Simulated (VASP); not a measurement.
# Ru (P6_3/mmc) in VASP: notebook, part 2 of 2

VASP 6.6.1. The steps go on from the part before.

### Step 3. Single point, PBEsol (volume 14.173 Å^3 an atom, c/a of the conventional cell 1.5810)

Contents of INCAR:

```
SYSTEM = Ru
ALGO     = Fast           ! electronic algorithm
EDIFF    = 1E-6           ! SCF threshold, eV
ENCUT    = 520            ! plane-wave cutoff, eV
GGA      = PS             ! functional
ISIF     = 2              ! what is computed and relaxed
ISMEAR   = 0              ! smearing method
LASPH    = .TRUE.         ! aspherical terms in the spheres
LCHARG   = .TRUE.         ! write CHGCAR
LELF     = .TRUE.         ! ELF
LREAL    = .FALSE.        ! projectors in reciprocal space
LVHAR    = .TRUE.       
LWAVE    = .FALSE.        ! write WAVECAR
NBANDS   = 21             ! bands
NELM     = 60             ! most SCF steps
PREC     = Accurate       ! precision mode
SIGMA    = 0.15           ! smearing width, eV
```

Contents of KPOINTS:

```
k-points
0
G
  21 21 12
  0 0 0
```

Contents of POSCAR:

```
Ru
1.0
    2.7458501160      0.0000000000      0.0000000000
   -1.3729250580      2.3779759555      0.0000000000
    0.0000000000      0.0000000000      4.3411770308
Ru
2
Direct
    0.3333333333      0.6666666667      0.2500000000
    0.6666666667      0.3333333333      0.7500000000
```

Potentials or basis: VASP PAW PBE potentials, release 64 (Ru_pv).

Started as:

```
> cat potpaw_PBE.64/Ru_pv/POTCAR > POTCAR
> mpirun -np 1 vasp_std > vasp.out
```

OUTCAR:

```text
SYSTEM = Ru
   EDIFF = 1E-6
   ENCUT = 520
   GGA = PS
   ISIF = 2
   ISMEAR = 0
   LASPH = .TRUE.
   LREAL = .FALSE.
   NELM = 60
   PREC = Accurate

 ion  position               nearest neighbor table
   1  0.333  0.667  0.250-   2 2.69   2 2.69   2 2.69   2 2.69   2 2.69   2 2.69
   2  0.667  0.333  0.750-   1 2.69   1 2.69   1 2.69   1 2.69   1 2.69   1 2.69

  LATTYP: Found a hexagonal cell.
 ALAT       =     2.7458501160
 C/A-ratio  =     1.5809956288

  Lattice vectors:

 A1 = (   2.7458501160,   0.0000000000,   0.0000000000)
 A2 = (  -1.3729250580,   2.3779759555,   0.0000000000)
 A3 = (   0.0000000000,   0.0000000000,   4.3411770308)

Analysis of symmetry for initial positions (statically):
=====================================================================
 Subroutine PRICEL returns:
 Original cell was already a primitive cell.

 Routine SETGRP: Setting up the symmetry group for a
 hexagonal supercell.

 Subroutine GETGRP returns: Found 24 space group operations
 (whereof 12 operations were pure point group operations)
 out of a pool of 24 trial point group operations.

The static configuration has the point symmetry D_3d.
 The point group associated with its full space group is D_6h.

Analysis of symmetry for dynamics (positions and initial velocities):
=====================================================================
 Subroutine PRICEL returns:
 Original cell was already a primitive cell.

 Routine SETGRP: Setting up the symmetry group for a
 hexagonal supercell.

 Subroutine GETGRP returns: Found 24 space group operations
 (whereof 12 operations were pure point group operations)
 out of a pool of 24 trial point group operations.

The dynamic configuration has the point symmetry D_3d.
 The point group associated with its full space group is D_6h.

 Subroutine INISYM returns: Found 24 space group operations
 (whereof 12 operations are pure point group operations),
 and found     1 'primitive' translations

[... 109 lines left out ...]
   ISMEAR =     0;   SIGMA  =   0.15  broadening in eV -4-tet -1-fermi 0-gaus
   EFERMI_NEDOS =   21; number of points for ismear=-14 and -15
   IALGO  =     68    algorithm
   IMIX   =      4    mixing-type and parameters
     AMIX     =   0.40;   BMIX     =  1.00
     AMIX_MAG =   1.60;   BMIX_MAG =  1.00
  volume/ion in A,a.u.               =      14.17        95.64
  Fermi-wavevector in a.u.,A,eV,Ry     =   1.630410  3.081029 36.167521  2.658238
  Thomas-Fermi vector in A             =   2.722716
   LORBIT       =      0    0 simple, 1 ext, 2 COOP (PROOUT), +10 PAW based schemes
   GGA     = PS    functional components
   LHFCALC =     F    Hartree Fock is set to
   AEXX    =    0.0000 exact exchange contribution
   IVDW    =     0    specifies the selected vdW correction
   LEPSILON=     F    determine dielectric tensor
   LRPA    =     F    only Hartree local field effects (RPA)
 non-spin polarized calculation
 RMM-DIIS sequential band-by-band and
 Gauss-broadening in eV      SIGMA  =   0.15
  energy-cutoff  :      520.00
  volume of cell :       28.35
 maximum number of plane-waves:       781
   NGX = 11   NGY = 11   NGZ = 17

 number of electron      28.0000009 magnetization

 Free energy of the ion-electron system (eV)
  ---------------------------------------------------
  ext. energy  EPLUGINS =         0.00000000
  ---------------------------------------------------
  free energy    TOTEN  =       -20.24606101 eV

  energy without entropy =      -20.22534707  energy(sigma->0) =      -20.23570404

 E-fermi :  11.9381     XC(G=0): -14.0163

 val. band max:       11.9374011605   @ k =   0.2857   0.0000   0.0833
 cond. band min:      11.9423607443   @ k =   0.1905   0.0952   0.0000
 fundamental gap:      0.0049595838
 Fermi energy:        11.9381266278

 k-point     1 :       0.0000    0.0000    0.0000
  band No.  band energies     occupation
      1     -31.5178      2.00000
      2     -30.7028      2.00000
      3     -30.7028      2.00000
      4     -30.5525      2.00000
      5     -30.5525      2.00000
      6     -30.5182      2.00000
[... 565 lines left out ...]
     20      22.2599      0.00000
     21      22.2707      0.00000

 [... further k-points ...]

------------------------ aborting loop because EDIFF is reached ----------------------------------------

  FORCE on cell =-STRESS in cart. coord.  units (eV):
  Direction    XX          YY          ZZ          XY          YZ          ZX
  --------------------------------------------------------------------------------------
  -------------------------------------------------------------------------------------
  Total       -3.1896803     -3.1896803     -3.5116785     -0.0000000     -0.0000000      0.0000000
  in kB     -180.2876423   -180.2876423   -198.4876756     -0.0000000     -0.0000000      0.0000000
  external PRESSURE =    -186.3543201 kB  Pullay stress =       0.0000000 kB

 VOLUME and BASIS-vectors are now :
 -----------------------------------------------------------------------------
  energy-cutoff  :      520.00
  volume of cell :       28.35
      direct lattice vectors                 reciprocal lattice vectors
     2.745850116  0.000000000  0.000000000     0.364185938  0.210262849  0.000000000
    -1.372925058  2.377975956  0.000000000     0.000000000  0.420525699  0.000000000
     0.000000000  0.000000000  4.341177031     0.000000000  0.000000000  0.230352274

 POSITION                                       TOTAL-FORCE (eV/Angst)
 -----------------------------------------------------------------------------------
     -0.00000      1.58532      1.08529        -0.000000     -0.000000      0.000000
      1.37293      0.79266      3.25588         0.000000      0.000000      0.000000
 -----------------------------------------------------------------------------------
    total drift:                               -0.000000      0.000000     -0.000000

  FREE ENERGIE OF THE ION-ELECTRON SYSTEM (eV)
  ---------------------------------------------------
  free  energy   TOTEN  =       -20.2460610107 eV

  energy  without entropy=      -20.2253470665  energy(sigma->0) =      -20.23570404
```

stdout:

```text
POSCAR found type information on POSCAR Ru
 POSCAR found :  1 types and       2 ions
 scaLAPACK will be used
 -----------------------------------------------------------------------------
|                                                                             |
|                                                                             |
|     You enforced a specific xc type in the INCAR file but a different       |
|     I HOPE YOU KNOW WHAT YOU ARE DOING!                                     |
|                                                                             |
 -----------------------------------------------------------------------------

 LDA part: xc-table for (Slater+PW92), standard interpolation
 POSCAR, INCAR and KPOINTS ok, starting setup
 FFT: planning ... GRIDC
 FFT: planning ... GRID_SOFT
 FFT: planning ... GRID
 WAVECAR not read
 entering main loop
WARNING in EDDRMM: call to ZHEGV failed, returncode =   6  3     20
```

Run time: 77 s. Hardware: 1 thread of Intel Xeon Platinum 8559C (Emerald Rapids), shared host; peak memory 0.26 GiB.

Results:

```yaml
Free_energy: -20.2461 eV
Pressure: -18.6 GPa
Band_gap_on_the_k_mesh: zero (band 14 reaches 13.40 eV, above the bottom of band 15 at 10.42 eV)
```

Caveat: the PAW data sets were made with another functional, which shifts forces and pressure a little.
